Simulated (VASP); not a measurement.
# Be3Al5 (P4/mmm) in VASP: notebook

Be3Al5 is run at these levels: PBE; tasks: single point, relaxation of cell and atoms.

All numbers are computed with VASP 6.6.1; they aren't measurements. Logs are shortened: lines on timing, memory, paths and dates and some standing lists are left out, and cuts for length are marked.

### Step 1. The cell of the first run

It takes space group P4/mmm (No. 123, tetragonal). The conventional cell has a = 5.930 Å, b = 5.930 Å, c = 2.965 Å, α = 90.00°, β = 90.00°, γ = 90.00°. Be (site symmetry mmm) has 10 Al at 2.57 to 2.96 Å and 4 Be at 2.96 Å within 3.4 Å. Be (site symmetry 4/mmm) has 8 Al at 2.57 Å and 6 Be at 2.96 Å within 3.4 Å. Within 3.4 Å of Al (site symmetry m2m) lie 6 Be at 2.57 Å and 8 Al at 2.57 to 2.96 Å. Al (site symmetry 4/mmm) has 10 Al at 2.57 to 2.96 Å and 4 Be at 2.96 Å within 3.4 Å.

### Step 2. Single point, PBE

Contents of INCAR:

```
PREC = Accurate
ENCUT = 520
EDIFF = 1E-6
ISMEAR = 0
SIGMA = 0.1
LREAL = False
LASPH = True
NELM = 60
ALGO = Fast
ISIF = 2
LWAVE = False
LCHARG = False
GGA = PE
NBANDS = 20
```

Contents of KPOINTS:

```
regular mesh
0
Gamma
  4 4 6
```

Contents of POSCAR:

```
Be3Al5
1.0
    5.9299877400      0.0000000000      0.0000000000
    0.0000000000      5.9299877400      0.0000000000
    0.0000000000      0.0000000000      2.9649938700
Be Al
3 5
Direct
    0.0000000000      0.5000000000      0.0000000000
    0.5000000000      0.0000000000      0.0000000000
    0.5000000000      0.5000000000      0.0000000000
    0.7500000000      0.7500000000      0.5000000000
    0.2500000000      0.2500000000      0.5000000000
    0.2500000000      0.7500000000      0.5000000000
    0.0000000000      0.0000000000      0.0000000000
    0.7500000000      0.2500000000      0.5000000000
```

Potentials or basis: VASP PAW PBE potentials, release 64 (Be, Al).

Started as:

```console
$ cat potpaw_PBE.64/Be/POTCAR potpaw_PBE.64/Al/POTCAR > POTCAR
$ mpirun -np 1 vasp_std > vasp.out
```

OUTCAR:

```text
PREC = Accurate
   ENCUT = 520
   EDIFF = 1E-6
   ISMEAR = 0
   LREAL = False
   LASPH = True
   NELM = 60
   ISIF = 2
   GGA = PE

 ion  position               nearest neighbor table
   1  0.000  0.500  0.000-   4 2.57   5 2.57   6 2.57   8 2.57   4 2.57   5 2.57   6 2.57   8 2.57

   2  0.500  0.000  0.000-   4 2.57   5 2.57   6 2.57   8 2.57   4 2.57   5 2.57   6 2.57   8 2.57

   3  0.500  0.500  0.000-   4 2.57   5 2.57   6 2.57   8 2.57   4 2.57   5 2.57   6 2.57   8 2.57
[... 9 lines left out ...]
   8  0.750  0.250  0.500-   1 2.57   2 2.57   3 2.57   7 2.57   1 2.57   2 2.57   3 2.57   7 2.57
                             5 2.96   4 2.96   4 2.96   5 2.96

  LATTYP: Found a simple tetragonal cell.
 ALAT       =     5.9299877400
 C/A-ratio  =     0.5000000000

  Lattice vectors:

 A1 = (   5.9299877400,   0.0000000000,   0.0000000000)
 A2 = (   0.0000000000,   5.9299877400,   0.0000000000)
 A3 = (   0.0000000000,   0.0000000000,   2.9649938700)

Analysis of symmetry for initial positions (statically):
=====================================================================
 Subroutine PRICEL returns:
 Original cell was already a primitive cell.

 Routine SETGRP: Setting up the symmetry group for a
 simple tetragonal supercell.

 Subroutine GETGRP returns: Found 16 space group operations
 (whereof 16 operations were pure point group operations)
 out of a pool of 16 trial point group operations.

The static configuration has the point symmetry D_4h.

Analysis of symmetry for dynamics (positions and initial velocities):
=====================================================================
 Subroutine PRICEL returns:
 Original cell was already a primitive cell.

 Routine SETGRP: Setting up the symmetry group for a
 simple tetragonal supercell.

 Subroutine GETGRP returns: Found 16 space group operations
 (whereof 16 operations were pure point group operations)
 out of a pool of 16 trial point group operations.

The dynamic configuration has the point symmetry D_4h.

 Subroutine INISYM returns: Found 16 space group operations
 (whereof 16 operations are pure point group operations),
[... 106 lines left out ...]
   NELM   =     60;   NELMIN=  2; NELMDL= -5     # of ELM steps
   EDIFF  = 0.1E-05   stopping-criterion for ELM
   LREAL  =      F    real-space projection
   EDIFFG = 0.1E-04   stopping-criterion for IOM
   NSW    =      0    number of steps for IOM
   IBRION =     -1    ionic relax: 0-MD 1-quasi-New 2-CG
   NFREE  =      0    steps in history (QN), initial steepest desc. (CG)
   ISIF   =      2    stress and relaxation
   ISYM   =      2    0-nonsym 1-usesym 2-fastsym
   POTIM  = 0.5000    time-step for ionic-motion
   TEBEG  =    0.0;   TEEND  =   0.0 temperature during run
   PSTRESS=    0.0 pullay stress
   NELECT =      21.0000    total number of electrons
   NUPDOWN=      -1.0000    fix difference up-down
   EMIN   =  10.00;   EMAX   =-10.00  energy-range for DOS
   EFERMI =   0.00;   METHOD = LEGACY
   ISMEAR =     0;   SIGMA  =   0.10  broadening in eV -4-tet -1-fermi 0-gaus
   EFERMI_NEDOS =   21; number of points for ismear=-14 and -15
   IALGO  =     68    algorithm
   IMIX   =      4    mixing-type and parameters
     AMIX     =   0.40;   BMIX     =  1.00
     AMIX_MAG =   1.60;   BMIX_MAG =  1.00
  volume/ion in A,a.u.               =      13.03        87.95
  Fermi-wavevector in a.u.,A,eV,Ry     =   0.959631  1.813439 12.529484  0.920891
  Thomas-Fermi vector in A             =   2.088844
   LORBIT       =      0    0 simple, 1 ext, 2 COOP (PROOUT), +10 PAW based schemes
   GGA     = PE    functional components
   LHFCALC =     F    Hartree Fock is set to
   AEXX    =    0.0000 exact exchange contribution
   IVDW    =     0    specifies the selected vdW correction
   LEPSILON=     F    determine dielectric tensor
   LRPA    =     F    only Hartree local field effects (RPA)
 non-spin polarized calculation
 RMM-DIIS sequential band-by-band and
 Gauss-broadening in eV      SIGMA  =   0.10
  energy-cutoff  :      520.00
  volume of cell :      104.26
 maximum number of plane-waves:      2836
 NGX is ok and might be reduce to    48
   NGX = 23   NGY = 23   NGZ = 11

 number of electron      21.0000000 magnetization

 Free energy of the ion-electron system (eV)
  ---------------------------------------------------
  ext. energy  EPLUGINS =         0.00000000
  ---------------------------------------------------
  free energy    TOTEN  =       -27.41516271 eV

  energy without entropy =      -27.39722613  energy(sigma->0) =      -27.40619442

 E-fermi :   7.9137     XC(G=0): -10.3771

 val. band max:        7.8901896057   @ k =   0.2500   0.0000   0.3333
 cond. band min:       7.9187438583   @ k =   0.5000   0.2500   0.1667
 fundamental gap:      0.0285542526
 Fermi energy:         7.9136679270

 k-point     1 :       0.0000    0.0000    0.0000
  band No.  band energies     occupation
      1      -3.4985      2.00000
      2       0.1906      2.00000
      3       0.1906      2.00000
      4       0.5503      2.00000
      5       1.3367      2.00000
      6       3.7131      2.00000
[... 541 lines left out ...]
     19      11.0155      0.00000
     20      11.1225      0.00000

------------------------ aborting loop because EDIFF is reached ----------------------------------------

  FORCE on cell =-STRESS in cart. coord.  units (eV):
  Direction    XX          YY          ZZ          XY          YZ          ZX
  --------------------------------------------------------------------------------------
  -------------------------------------------------------------------------------------
  Total        2.6053081      2.6053081      3.5230434      0.0000000      0.0000000      0.0000000
  in kB       40.0348576     40.0348576     54.1373743      0.0000000      0.0000000      0.0000000
  external PRESSURE =      44.7356965 kB  Pullay stress =       0.0000000 kB

 VOLUME and BASIS-vectors are now :
 -----------------------------------------------------------------------------
  energy-cutoff  :      520.00
  volume of cell :      104.26
      direct lattice vectors                 reciprocal lattice vectors
     5.929987740  0.000000000  0.000000000     0.168634413  0.000000000  0.000000000
     0.000000000  5.929987740  0.000000000     0.000000000  0.168634413  0.000000000
     0.000000000  0.000000000  2.964993870     0.000000000  0.000000000  0.337268825

 POSITION                                       TOTAL-FORCE (eV/Angst)
 -----------------------------------------------------------------------------------
      0.00000      2.96499      0.00000        -0.000000      0.000000      0.000000
      2.96499      0.00000      0.00000        -0.000000      0.000000      0.000000
      2.96499      2.96499      0.00000        -0.000000      0.000000      0.000000
      4.44749      4.44749      1.48250        -0.898334     -0.898334      0.000000
      1.48250      1.48250      1.48250         0.898334      0.898334      0.000000
      1.48250      4.44749      1.48250         0.898334     -0.898334     -0.000000
      0.00000      0.00000      0.00000        -0.000000      0.000000      0.000000
      4.44749      1.48250      1.48250        -0.898334      0.898334     -0.000000
 -----------------------------------------------------------------------------------
    total drift:                               -0.000000     -0.000000     -0.000000

  FREE ENERGIE OF THE ION-ELECTRON SYSTEM (eV)
  ---------------------------------------------------
  free  energy   TOTEN  =       -27.4151627098 eV

  energy  without entropy=      -27.3972261297  energy(sigma->0) =      -27.40619442
```

OSZICAR:

```text
N       E                     dE             d eps       ncg     rms          rms(c)
DAV:   1     0.208291541170E+02    0.20829E+02   -0.72293E+03   960   0.817E+02
DAV:   2    -0.256378549052E+02   -0.46467E+02   -0.44383E+02  1256   0.126E+02
DAV:   3    -0.277637892135E+02   -0.21259E+01   -0.20764E+01  1288   0.245E+01
DAV:   4    -0.277970023236E+02   -0.33213E-01   -0.33176E-01  1220   0.378E+00
DAV:   5    -0.277976706762E+02   -0.66835E-03   -0.66829E-03  1256   0.573E-01    0.378E+00
RMM:   6    -0.275189131449E+02    0.27876E+00   -0.19139E-01   986   0.162E+00    0.209E+00
RMM:   7    -0.274206462533E+02    0.98267E-01   -0.15455E-01  1031   0.141E+00    0.482E-01
RMM:   8    -0.274162142505E+02    0.44320E-02   -0.11122E-02  1117   0.533E-01    0.180E-01
RMM:   9    -0.274151626007E+02    0.10516E-02   -0.91380E-04  1135   0.202E-01    0.619E-02
RMM:  10    -0.274151648979E+02   -0.22972E-05   -0.19811E-04  1156   0.926E-02    0.355E-02
RMM:  11    -0.274151621646E+02    0.27333E-05   -0.47447E-05  1197   0.441E-02    0.657E-03
RMM:  12    -0.274151624740E+02   -0.30945E-06   -0.13937E-05  1235   0.242E-02    0.130E-02
RMM:  13    -0.274151627098E+02   -0.23581E-06   -0.21817E-06   828   0.991E-03
   1 F= -.27415163E+02 E0= -.27406194E+02  d E =-.179366E-01
```

stdout:

```text
POSCAR found type information on POSCAR BeAl
 POSCAR found :  2 types and       8 ions
 scaLAPACK will be used
 LDA part: xc-table for (Slater+PW92), standard interpolation
 POSCAR, INCAR and KPOINTS ok, starting setup
 FFT: planning ... GRIDC
 FFT: planning ... GRID_SOFT
 FFT: planning ... GRID
 WAVECAR not read
 entering main loop
```

Wall time 35 s (1 thread of Intel Xeon Platinum 8259CL at 2.50GHz (Skylake/Cascade Lake), shared host); peak memory 0.23 GiB.

What came out:

```
Free energy            : -27.4152 eV
Pressure               : 4.5 GPa
Largest force          : 1.270 eV/Å
Band gap on the k mesh : zero (an odd number of electrons rules out a gap without spin polarisation)
```

Forces in eV/Å, atoms in the order of the input:
```
Be   0.000  0.000  0.000
Be   0.000  0.000  0.000
Be   0.000  0.000  0.000
Al  -0.898 -0.898  0.000
Al   0.898  0.898  0.000
Al   0.898 -0.898  0.000
Al   0.000  0.000  0.000
Al  -0.898  0.898  0.000
```

Stress tensor (GPa, compression positive):
```
4.00 0.00 0.00
0.00 4.00 0.00
0.00 0.00 5.41
```

Levels at points of the mesh, in eV from the Fermi level:
| k point | band 7 | band 8 | band 9 | band 10 | band 11 | band 12 | band 13 | band 14 |
| --- | --- | --- | --- | --- | --- | --- | --- | --- |
| (0.00, 0.00, 0.00) | -4.20 | -2.88 | -2.20 | 2.81 | 2.81 | 2.81 | 4.43 | 4.54 |
| (0.50, 0.00, 0.00) | -2.69 | -2.50 | 1.15 | 1.21 | 1.52 | 1.75 | 3.67 | 3.71 |
| (0.50, 0.50, 0.00) | -2.33 | -1.97 | -1.37 | -0.83 | -0.58 | -0.58 | 4.45 | 4.45 |
| (0.00, 0.00, 0.50) | -2.94 | -2.94 | -2.58 | -1.93 | -0.62 | -0.62 | -0.61 | 0.06 |
| (0.50, 0.00, 0.50) | -3.10 | -3.08 | -2.29 | -1.84 | -1.49 | -1.37 | 1.11 | 1.16 |
| (0.50, 0.50, 0.50) | -5.05 | -4.85 | 0.96 | 1.44 | 1.44 | 1.46 | 1.46 | 1.52 |

Caveat: the cell stands under pressure; forces of over 1 eV/Å act on the atoms, so gaps and moduli don't describe the material at rest.

### Step 3. Single point, PBE

This run uses another cell than the first one, of 13.55 Å³/atom.

Contents of INCAR:

```
PREC     = Accurate       # precision mode
ENCUT    = 520            # plane-wave cutoff, eV
EDIFF    = 1E-6           # SCF threshold, eV
ISMEAR   = 0              # smearing method
SIGMA    = 0.1            # smearing width, eV
LREAL    = F              # projectors in reciprocal space
LASPH    = T              # aspherical terms in the spheres
NELM     = 100            # most SCF steps
ALGO     = Normal         # electronic algorithm
ISIF     = 2              # what is computed and relaxed
LWAVE    = F              # write WAVECAR
LCHARG   = T              # write CHGCAR
GGA      = PE             # functional
LELF     = T              # ELF
LVHAR    = T            
NBANDS   = 20             # bands
```

KPOINTS is that of step 2.

Contents of POSCAR:

```
Be3Al5
1.0
    5.9775453566      0.0000000000      0.0000000000
    0.0000000000      5.9775453566      0.0000000000
    0.0000000000      0.0000000000      3.0340037078
Be Al
3 5
Direct
    0.0000000000      0.5000000000      0.0000000000
    0.5000000000      0.0000000000      0.0000000000
    0.5000000000      0.5000000000      0.0000000000
    0.7348866486      0.7348866486      0.5000000000
    0.2651133514      0.2651133514      0.5000000000
    0.2651133514      0.7348866486      0.5000000000
    0.0000000000      0.0000000000      0.0000000000
    0.7348866486      0.2651133514      0.5000000000
```

Potentials or basis: VASP PAW PBE potentials, release 64 (Be, Al).

Started as:

```console
$ cat potpaw_PBE.64/Be/POTCAR potpaw_PBE.64/Al/POTCAR > POTCAR
$ mpirun -np 1 vasp_std > vasp.out
```

Wall time 30 s (1 thread of Intel Xeon Platinum 8259CL at 2.50GHz (Skylake/Cascade Lake), shared host); peak memory 0.23 GiB.

Results (log left out):

```yaml
Free_energy: -27.8029 eV
Pressure: 0.1 GPa
Largest_force: 0.042 eV/Å
Band_gap_on_the_k_mesh: zero (an odd number of electrons rules out a gap without spin polarisation)
```

Forces in eV/Å, atoms in the order of the input:
```
Be   0.000  0.000  0.000
Be   0.000  0.000  0.000
Be   0.000  0.000  0.000
Al  -0.029 -0.029  0.000
Al   0.029  0.029  0.000
Al   0.029 -0.029  0.000
Al   0.000  0.000  0.000
Al  -0.029  0.029  0.000
```

Stress tensor (GPa, compression positive):
```
 0.21  0.00  0.00
 0.00  0.21  0.00
 0.00  0.00 -0.07
```

Levels at points of the mesh, in eV from the Fermi level:
```csv
k point,band 8,band 9,band 10,band 11,band 12,band 13
"(0.00, 0.00, 0.00)",-2.71,-2.18,2.35,2.84,2.84,4.49
"(0.50, 0.00, 0.00)",-2.35,1.17,1.23,1.56,2.05,2.95
"(0.50, 0.50, 0.00)",-1.83,-1.11,-0.91,-0.47,-0.47,3.60
"(0.00, 0.00, 0.50)",-2.91,-2.70,-1.90,-0.56,-0.56,-0.54
"(0.50, 0.00, 0.50)",-2.96,-1.97,-1.89,-1.83,-1.45,1.07
"(0.50, 0.50, 0.50)",-4.92,1.28,1.35,1.41,1.41,1.63
```

(Part 1 of 2 ends here.)

The gap in the log of VASP goes by the Fermi energy; the results here count the filled bands.